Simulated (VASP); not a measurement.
## La: single point with PBE

Crystal: La.

```xyz
1
Lattice="2.8378 0.0000 0.0000 -1.4189 2.4576 0.0000 0.0000 0.0000 2.6575" Properties=species:S:1:pos:R:3 pbc="T T T"
La    0.0000    0.0000    0.0000
```

This isn't the form of La at room conditions, which is double hcp.

```json
{
 "Program": "VASP 6.6.1",
 "Task": "single point",
 "Functional": "PBE",
 "Potentials or basis": "VASP PAW PBE potentials, release 64 (La)",
 "Cutoff": "520 eV",
 "k mesh": "15 × 15 × 14",
 "Occupations": "fermi-dirac, width 0.05 eV",
 "Spin": "no spin polarisation"
}
```

```json
{
  "Pressure": "65.1 GPa",
  "Band gap on the k mesh": "zero (an odd number of electrons rules out a gap without spin polarisation)"
}
```

Stress tensor (GPa, compression positive):
```
65.23  0.00  0.00
 0.00 65.23  0.00
 0.00  0.00 64.71
```

Levels at points of the mesh, in eV from the Fermi level:
| k point | band 2 | band 3 | band 4 | band 5 | band 6 | band 7 | band 8 | band 9 | band 10 | band 11 |
| --- | --- | --- | --- | --- | --- | --- | --- | --- | --- | --- |
| (0.00, 0.00, 0.00) | -13.01 | -12.86 | -12.86 | -2.62 | -0.21 | 0.92 | 2.01 | 2.01 | 3.74 | 3.74 |
| (0.00, 0.00, 0.50) | -20.83 | -11.73 | -11.73 | 0.78 | 1.54 | 2.52 | 2.92 | 2.92 | 3.92 | 3.92 |

It took 18 s on 1 thread of Intel(R) Xeon(R) 6975P-C (Granite Rapids), on a shared host, peak memory 0.19 GiB.

Caveat: the cell stands under pressure; spin-orbit coupling is left out, which moves the levels of the heavy elements.
